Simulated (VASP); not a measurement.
# AlCu3 (P-4m2) in VASP: a series of runs

Runs on AlCu3. Level: LDA. Tasks: single point.

All numbers are computed with VASP 6.6.1; they aren't measurements. Logs are shortened: lines on timing, memory, paths and dates and some standing lists are left out, and cuts for length are marked.

## (1) The cell of the first run

The structure is tetragonal, space group P-4m2 (No. 115). The conventional cell has a = 3.589 Å, b = 3.589 Å, c = 3.589 Å, α = 90.00°, β = 90.00°, γ = 90.00°. Within 3.3 Å of Al (site symmetry -4m2) lie 12 Cu at 2.50 to 2.58 Å. Cu (site symmetry 2mm) has 4 Al at 2.50 to 2.58 Å and 8 Cu at 2.50 to 2.58 Å within 3.3 Å. Cu (site symmetry -4m2) has 8 Cu at 2.50 to 2.58 Å and 4 Al at 2.54 Å within 3.3 Å.

## (2) Single point, LDA (atoms displaced along a vibrational mode)

File INCAR:

```
  ALGO = Fast
  EDIFF = 1E-6
  ENCUT = 520
  ISIF = 2
  ISMEAR = 0
  LASPH = True
  LCHARG = False
  LREAL = False
  LWAVE = False
  NBANDS = 26
  NELM = 80
  PREC = Accurate
  SIGMA = 0.15
```

File KPOINTS:

```
k-points
0
Gamma
  12 12 12
```

File POSCAR:

```
AlCu3
1.0
    3.5890258340      0.0000000000      0.0000000000
    0.0000000000      3.5890258340      0.0000000000
    0.0000000000      0.0000000000      3.5890258340
Al Cu
1 3
Direct
    0.0000000000      0.0000000000      0.0000000000
    0.5000000000      0.4839510768      0.0000000000
    0.5000000000      0.0000000000      0.5000000000
    0.0000000000      0.5160489232      0.5000000000
```

Potentials or basis: VASP PAW LDA potentials, release 64 (Al, Cu).

Run with:

```
$ cat potpaw_LDA.64/Al/POTCAR potpaw_LDA.64/Cu/POTCAR > POTCAR
$ mpirun -np 1 vasp_std > vasp.out
```

OUTCAR:

```text
EDIFF = 1E-6
   ENCUT = 520
   ISIF = 2
   ISMEAR = 0
   LASPH = True
   LREAL = False
   NELM = 80
   PREC = Accurate

 ion  position               nearest neighbor table
   1  0.000  0.000  0.000-   2 2.50   4 2.50   4 2.50   2 2.50   3 2.54   3 2.54   3 2.54   3 2.54
                             4 2.58   4 2.58   2 2.58   2 2.58
   2  0.500  0.484  0.000-   1 2.50   3 2.50   3 2.50   1 2.50   4 2.54   4 2.54   4 2.54   4 2.54
                             1 2.58   3 2.58   1 2.58   3 2.58
   3  0.500  0.000  0.500-   2 2.50   4 2.50   2 2.50   4 2.50   1 2.54   1 2.54   1 2.54   1 2.54
                             4 2.58   4 2.58   2 2.58   2 2.58
   4  0.000  0.516  0.500-   1 2.50   3 2.50   1 2.50   3 2.50   2 2.54   2 2.54   2 2.54   2 2.54
                             1 2.58   3 2.58   1 2.58   3 2.58

  LATTYP: Found a simple cubic cell.
 ALAT       =     3.5890258340

  Lattice vectors:

 A1 = (   3.5890258340,   0.0000000000,   0.0000000000)
 A2 = (   0.0000000000,   3.5890258340,   0.0000000000)
 A3 = (   0.0000000000,   0.0000000000,   3.5890258340)

Analysis of symmetry for initial positions (statically):
=====================================================================
 Subroutine PRICEL returns:
 Original cell was already a primitive cell.

 Routine SETGRP: Setting up the symmetry group for a
 simple cubic supercell.

 Subroutine GETGRP returns: Found  8 space group operations
 (whereof  8 operations were pure point group operations)
 out of a pool of 48 trial point group operations.

The static configuration has the point symmetry D_2d.

Analysis of symmetry for dynamics (positions and initial velocities):
=====================================================================
 Subroutine PRICEL returns:
 Original cell was already a primitive cell.

 Routine SETGRP: Setting up the symmetry group for a
 simple cubic supercell.

 Subroutine GETGRP returns: Found  8 space group operations
 (whereof  8 operations were pure point group operations)
 out of a pool of 48 trial point group operations.

The dynamic configuration has the point symmetry D_2d.

 Subroutine INISYM returns: Found  8 space group operations
 (whereof  8 operations are pure point group operations),
 and found     1 'primitive' translations

----------------------------------------------------------------------------------------

                                     Primitive cell

  volume of cell :      46.2306

  direct lattice vectors                    reciprocal lattice vectors
     3.589025834  0.000000000  0.000000000     0.278627139  0.000000000  0.000000000
     0.000000000  3.589025834  0.000000000     0.000000000  0.278627139  0.000000000
     0.000000000  0.000000000  3.589025834     0.000000000  0.000000000  0.278627139

  length of vectors
     3.589025834  3.589025834  3.589025834     0.278627139  0.278627139  0.278627139

  position of ions in fractional coordinates (direct lattice)
     0.000000000  0.000000000  0.000000000
     0.500000000  0.483951077  0.000000000
     0.500000000  0.000000000  0.500000000
     0.000000000  0.516048923  0.500000000

  ion indices of the primitive-cell ions
   primitive index   ion index
                 1           1
                 2           2
                 3           3
                 4           4

----------------------------------------------------------------------------------------

 KPOINTS: k-points

Automatic generation of k-mesh.
 Grid dimensions read from file:
 generate k-points for:   12   12   12

 Generating k-lattice:

  Cartesian coordinates                     Fractional coordinates (reciprocal lattice)
     0.023218928  0.000000000  0.000000000     0.083333333  0.000000000  0.000000000
     0.000000000  0.023218928  0.000000000     0.000000000  0.083333333  0.000000000
     0.000000000  0.000000000  0.023218928     0.000000000  0.000000000  0.083333333

  Length of vectors
     0.023218928  0.023218928  0.023218928

  Shift w.r.t. Gamma in fractional coordinates (k-lattice)
     0.000000000  0.000000000  0.000000000

 Subroutine IBZKPT returns following result:
 ===========================================

 Found    196 irreducible k-points:

 Following reciprocal coordinates:
            Coordinates               Weight
  0.000000  0.000000  0.000000      1.000000
  0.083333  0.000000  0.000000      4.000000
  0.000000  0.083333  0.000000      2.000000
  0.166667  0.000000  0.000000      4.000000
  0.000000  0.166667  0.000000      2.000000
  0.250000  0.000000  0.000000      4.000000
[... 16 lines left out ...]
  0.000000  0.333333  0.083333      8.000000
  0.083333  0.000000  0.333333      8.000000
 [... further k-points ...]
   k-points           NKPTS =    196   k-points in BZ     NKDIM =    196   number of bands    NBANDS=     26
   number of dos      NEDOS =    301   number of ions     NIONS =      4
   total plane-waves  NPLWV =  21952
   dimension x,y,z NGX =    28 NGY =   28 NGZ =   28
   dimension x,y,z NGXF=    56 NGYF=   56 NGZF=   56
   ions per type =               1   3
   NGX,Y,Z   is equivalent  to a cutoff of  12.97, 12.97, 12.97 a.u.
   NGXF,Y,Z  is equivalent  to a cutoff of  25.94, 25.94, 25.94 a.u.
 SYSTEM =  unknown system
   PREC   = accura    normal or accurate (medium, high low for compatibility)
   ISTART =      0    job   : 0-new  1-cont  2-samecut
   ICHARG =      2    charge: 1-file 2-atom 10-const
   ISPIN  =      1    spin polarized calculation?
   LNONCOLLINEAR =      F non collinear calculations
   LSORBIT =      F    spin-orbit coupling
   LASPH  =      T    aspherical Exc in radial PAW
   ENCUT  =  520.0 eV  38.22 Ry    6.18 a.u.   6.67  6.67  6.67*2*pi/ulx,y,z
   NELM   =     80;   NELMIN=  2; NELMDL= -5     # of ELM steps
   EDIFF  = 0.1E-05   stopping-criterion for ELM
   LREAL  =      F    real-space projection
   EDIFFG = 0.1E-04   stopping-criterion for IOM
   NSW    =      0    number of steps for IOM
   IBRION =     -1    ionic relax: 0-MD 1-quasi-New 2-CG
   NFREE  =      0    steps in history (QN), initial steepest desc. (CG)
   ISIF   =      2    stress and relaxation
   ISYM   =      2    0-nonsym 1-usesym 2-fastsym
   POTIM  = 0.5000    time-step for ionic-motion
   TEBEG  =    0.0;   TEEND  =   0.0 temperature during run
   PSTRESS=    0.0 pullay stress
   NELECT =      36.0000    total number of electrons
   NUPDOWN=      -1.0000    fix difference up-down
   EMIN   =  10.00;   EMAX   =-10.00  energy-range for DOS
   EFERMI =   0.00;   METHOD = LEGACY
   ISMEAR =     0;   SIGMA  =   0.15  broadening in eV -4-tet -1-fermi 0-gaus
   EFERMI_NEDOS =   21; number of points for ismear=-14 and -15
   IALGO  =     68    algorithm
   IMIX   =      4    mixing-type and parameters
     AMIX     =   0.40;   BMIX     =  1.00
     AMIX_MAG =   1.60;   BMIX_MAG =  1.00
  volume/ion in A,a.u.               =      11.56        77.99
  Fermi-wavevector in a.u.,A,eV,Ry     =   1.506141  2.846195 30.864298  2.268462
  Thomas-Fermi vector in A             =   2.616898
   LORBIT       =      0    0 simple, 1 ext, 2 COOP (PROOUT), +10 PAW based schemes
   GGA     = CA    functional components
   LHFCALC =     F    Hartree Fock is set to
   AEXX    =    0.0000 exact exchange contribution
   IVDW    =     0    specifies the selected vdW correction
   LEPSILON=     F    determine dielectric tensor
   LRPA    =     F    only Hartree local field effects (RPA)
 non-spin polarized calculation
 RMM-DIIS sequential band-by-band and
 Gauss-broadening in eV      SIGMA  =   0.15
  energy-cutoff  :      520.00
  volume of cell :       46.23
 maximum number of plane-waves:      1262
 NGX is ok and might be reduce to    28
   NGX = 13   NGY = 13   NGZ = 13

 number of electron      35.9999909 magnetization

 Free energy of the ion-electron system (eV)
  ---------------------------------------------------
  ext. energy  EPLUGINS =         0.00000000
  ---------------------------------------------------
  free energy    TOTEN  =       -19.08552619 eV

  energy without entropy =      -19.07453988  energy(sigma->0) =      -19.08003304

 E-fermi :   9.0130     XC(G=0): -12.8568

 val. band max:        8.9879124639   @ k =   0.1667   0.2500   0.1667
 cond. band min:       9.0158297221   @ k =   0.2500   0.1667   0.1667
 fundamental gap:      0.0279172583
 Fermi energy:         9.0130064799

 k-point     1 :       0.0000    0.0000    0.0000
  band No.  band energies     occupation
      1      -1.9537      2.00000
      2       3.3231      2.00000
      3       3.9122      2.00000
      4       3.9238      2.00000
      5       4.1845      2.00000
      6       4.1845      2.00000
[... 18 lines left out ...]
     25      19.7781      0.00000
     26      21.1332      0.00000

 k-point     2 :       0.0833    0.0000    0.0000
  band No.  band energies     occupation
      1      -1.8706      2.00000
      2       3.3471      2.00000
      3       3.8815      2.00000
      4       3.9649      2.00000
      5       4.1855      2.00000
      6       4.1990      2.00000
[... 18 lines left out ...]
     25      19.4916      0.00000
     26      20.6795      0.00000

 k-point     3 :       0.0000    0.0833    0.0000
  band No.  band energies     occupation
      1      -1.8706      2.00000
      2       3.3477      2.00000
      3       3.8866      2.00000
      4       3.9609      2.00000
      5       4.1974      2.00000
      6       4.1974      2.00000
[... 572 lines left out ...]
 k-point    23 :       0.0000    0.3333    0.0833
  band No.  band energies     occupation
      1      -0.5812      2.00000
      2       2.6601      2.00000
      3       3.8882      2.00000
      4       4.3215      2.00000
      5       4.3370      2.00000
      6       4.4716      2.00000
[... 18 lines left out ...]
     25      18.5668      0.00000
     26      20.2025      0.00000

 k-point    24 :       0.0833    0.0000    0.3333
  band No.  band energies     occupation
      1      -0.5807      2.00000
      2       2.6578      2.00000
      3       3.8831      2.00000
      4       4.3073      2.00000
      5       4.3246      2.00000
      6       4.4600      2.00000
[... 18 lines left out ...]
     25      18.5710      0.00000
     26      20.1709      0.00000

 [... further k-points ...]

------------------------ aborting loop because EDIFF is reached ----------------------------------------

  FORCE on cell =-STRESS in cart. coord.  units (eV):
  Direction    XX          YY          ZZ          XY          YZ          ZX
  --------------------------------------------------------------------------------------
  -------------------------------------------------------------------------------------
  Total        0.2367822      0.2542952      0.2367822      0.0000000      0.0000000      0.0000000
  in kB        8.2059678      8.8129043      8.2059678      0.0000000      0.0000000      0.0000000
  external PRESSURE =       8.4082800 kB  Pullay stress =       0.0000000 kB

 VOLUME and BASIS-vectors are now :
 -----------------------------------------------------------------------------
  energy-cutoff  :      520.00
  volume of cell :       46.23
      direct lattice vectors                 reciprocal lattice vectors
     3.589025834  0.000000000  0.000000000     0.278627139  0.000000000  0.000000000
     0.000000000  3.589025834  0.000000000     0.000000000  0.278627139  0.000000000
     0.000000000  0.000000000  3.589025834     0.000000000  0.000000000  0.278627139

 POSITION                                       TOTAL-FORCE (eV/Angst)
 -----------------------------------------------------------------------------------
      0.00000      0.00000      0.00000         0.000000      0.000000      0.000000
      1.79451      1.73691      0.00000         0.000000      0.386350     -0.000000
      1.79451      0.00000      1.79451        -0.000000      0.000000      0.000000
      0.00000      1.85211      1.79451         0.000000     -0.386350     -0.000000
 -----------------------------------------------------------------------------------
    total drift:                                0.000000     -0.000000     -0.000000

  FREE ENERGIE OF THE ION-ELECTRON SYSTEM (eV)
  ---------------------------------------------------
  free  energy   TOTEN  =       -19.0855261930 eV

  energy  without entropy=      -19.0745398782  energy(sigma->0) =      -19.08003304
```

It took 2.7 min on 1 thread of Intel Xeon Platinum 8488C (Sapphire Rapids), shared host; peak memory 0.28 GiB.

What came out:

```
Free energy            : -19.0855 eV
Pressure               : 0.8 GPa
Largest force          : 0.386 eV/Å
Band gap on the k mesh : zero (bands 18 and 19 overlap by 5.72 eV)
```

Forces on the atoms (eV/Å):
```
Al   0.000  0.000  0.000
Cu   0.000  0.386  0.000
Cu   0.000  0.000  0.000
Cu   0.000 -0.386  0.000
```

Levels at points of the mesh, in eV from the Fermi level:
| k point | band 15 | band 16 | band 17 | band 18 | band 19 | band 20 | band 21 | band 22 |
| --- | --- | --- | --- | --- | --- | --- | --- | --- |
| (0.00, 0.00, 0.00) | -2.17 | -2.17 | -0.32 | -0.32 | -0.28 | 4.54 | 4.56 | 5.35 |
| (0.50, 0.00, 0.00) | -3.02 | -2.61 | -2.16 | 3.86 | 3.92 | 3.96 | 3.98 | 4.95 |
| (0.00, 0.50, 0.00) | -2.98 | -2.62 | -2.17 | 3.91 | 3.91 | 3.99 | 3.99 | 4.90 |
| (0.50, 0.50, 0.00) | -3.00 | -2.88 | -2.46 | -1.25 | -1.25 | 6.44 | 6.56 | 6.71 |
| (0.50, 0.00, 0.50) | -3.08 | -2.87 | -2.45 | -1.26 | -1.26 | 6.56 | 6.58 | 6.58 |
| (0.50, 0.50, 0.50) | -3.00 | -2.36 | -2.35 | -2.35 | -1.51 | 1.47 | 1.85 | 1.85 |

Caveat: the cell differs from its parent crystal (atoms displaced along a vibrational mode).

## (3) Single point, LDA (atoms displaced along a vibrational mode)

File INCAR:

```
  PREC = Accurate
  ENCUT = 520
  EDIFF = 1E-7
  ISMEAR = 0
  SIGMA = 0.15
  LREAL = False
  LASPH = True
  NELM = 100
  ALGO = Fast
  ISIF = 2
  LWAVE = False
  LCHARG = False
  GGA = CA
  NBANDS = 26
```

File KPOINTS:

```
Automatic mesh
0
Gamma
  12 12 12
```

File POSCAR:

```
AlCu3
1.0
    3.5890258340      0.0000000000      0.0000000000
    0.0000000000      3.5890258340      0.0000000000
    0.0000000000      0.0000000000      3.5890258340
Al Cu
1 3
Direct
    0.0000000000      0.0000000000      0.0000000000
    0.5000000000      0.4732517947      0.0000000000
    0.5000000000      0.0000000000      0.5000000000
    0.0000000000      0.5267482053      0.5000000000
```

Potentials or basis: VASP PAW LDA potentials, release 64 (Al, Cu).

Run with:

```
$ cat potpaw_LDA.64/Al/POTCAR potpaw_LDA.64/Cu/POTCAR > POTCAR
$ mpirun -np 1 vasp_std > vasp.out
```

Run time: 2.8 min. Hardware: 1 thread of Intel Xeon Platinum 8488C (Sapphire Rapids), shared host; peak memory 0.28 GiB.

It converged, with:

- Free energy: -19.0458 eV
- Pressure: 1.5 GPa
- Largest force: 0.651 eV/Å
- Band gap on the k mesh: zero (bands 18 and 19 overlap by 5.72 eV)

Forces in eV/Å, atoms in the order of the input:
```
Al   0.000  0.000  0.000
Cu   0.000  0.651  0.000
Cu   0.000  0.000  0.000
Cu   0.000 -0.651  0.000
```

Stress tensor (GPa, compression positive):
```
1.44 0.00 0.00
0.00 1.59 0.00
0.00 0.00 1.44
```

Levels at points of the mesh, in eV from the Fermi level:
| k point | band 15 | band 16 | band 17 | band 18 | band 19 | band 20 | band 21 | band 22 |
| --- | --- | --- | --- | --- | --- | --- | --- | --- |
| (0.00, 0.00, 0.00) | -2.17 | -2.17 | -0.31 | -0.31 | -0.22 | 4.50 | 4.57 | 5.33 |
| (0.50, 0.00, 0.00) | -3.01 | -2.60 | -2.17 | 3.77 | 3.92 | 3.93 | 3.98 | 5.01 |
| (0.00, 0.50, 0.00) | -2.95 | -2.62 | -2.20 | 3.90 | 3.90 | 4.01 | 4.01 | 4.91 |
| (0.50, 0.50, 0.00) | -2.99 | -2.85 | -2.45 | -1.26 | -1.25 | 6.35 | 6.53 | 6.80 |
| (0.50, 0.00, 0.50) | -3.13 | -2.83 | -2.43 | -1.28 | -1.28 | 6.52 | 6.60 | 6.60 |
| (0.50, 0.50, 0.50) | -2.95 | -2.39 | -2.35 | -2.35 | -1.47 | 1.46 | 1.84 | 1.85 |

Caveat: the cell differs from its parent crystal (atoms displaced along a vibrational mode).

## (4) Single point, LDA (atoms displaced along a vibrational mode)

File INCAR:

```
SYSTEM = AlCu3
PREC     = Accurate       ! precision mode
ENCUT    = 520            ! plane-wave cutoff, eV
EDIFF    = 1E-7           ! SCF threshold, eV
ISMEAR   = 0              ! smearing method
SIGMA    = 0.15           ! smearing width, eV
LREAL    = .FALSE.        ! projectors in reciprocal space
LASPH    = .TRUE.         ! aspherical terms in the spheres
NELM     = 60             ! most SCF steps
ALGO     = Fast           ! electronic algorithm
ISIF     = 2              ! what is computed and relaxed
LWAVE    = .FALSE.        ! write WAVECAR
LCHARG   = .FALSE.        ! write CHGCAR
NBANDS   = 26             ! bands
```

File KPOINTS:

```
Automatic mesh
0
G
  12 12 12
  0 0 0
```

File POSCAR:

```
AlCu3
1.0
    3.5890258340      0.0000000000      0.0000000000
    0.0000000000      3.5890258340      0.0000000000
    0.0000000000      0.0000000000      3.5890258340
Al Cu
1 3
Direct
    0.0000000000      0.0000000000      0.0000000000
    0.5000000000      0.4946503589      0.0000000000
    0.5000000000      0.0000000000      0.5000000000
    0.0000000000      0.5053496411      0.5000000000
```

Run with:

```
$ cat potpaw_LDA.64/Al/POTCAR potpaw_LDA.64/Cu/POTCAR > POTCAR
$ mpirun -np 1 vasp_std > vasp.out
```

It took 2.7 min on 1 thread of Intel Xeon Platinum 8488C (Sapphire Rapids), shared host; peak memory 0.28 GiB.

Results (log left out):

```yaml
Free_energy: -19.1052 eV
Pressure: 0.6 GPa
Largest_force: 0.126 eV/Å
Band_gap_on_the_k_mesh: zero (bands 18 and 19 overlap by 5.73 eV)
```

Forces on the atoms (eV/Å):
```
Al   0.000  0.000  0.000
Cu   0.000  0.126  0.000
Cu   0.000  0.000  0.000
Cu   0.000 -0.126  0.000
```

Levels at points of the mesh, in eV from the Fermi level:
```
           k point  band 16  band 17  band 18  band 19  band 20  band 21
(0.00, 0.00, 0.00)    -2.16    -0.32    -0.32    -0.31     4.55     4.56
(0.50, 0.00, 0.00)    -2.61    -2.16     3.92     3.92     3.97     3.97
(0.00, 0.50, 0.00)    -2.61    -2.16     3.92     3.92     3.98     3.98
(0.50, 0.50, 0.00)    -2.90    -2.46    -1.25    -1.25     6.53     6.57
(0.50, 0.00, 0.50)    -2.90    -2.46    -1.25    -1.25     6.57     6.57
(0.50, 0.50, 0.50)    -2.35    -2.34    -2.34    -1.53     1.47     1.85
```

Caveat: the cell differs from its parent crystal (atoms displaced along a vibrational mode).

[end of part 1 of 2]
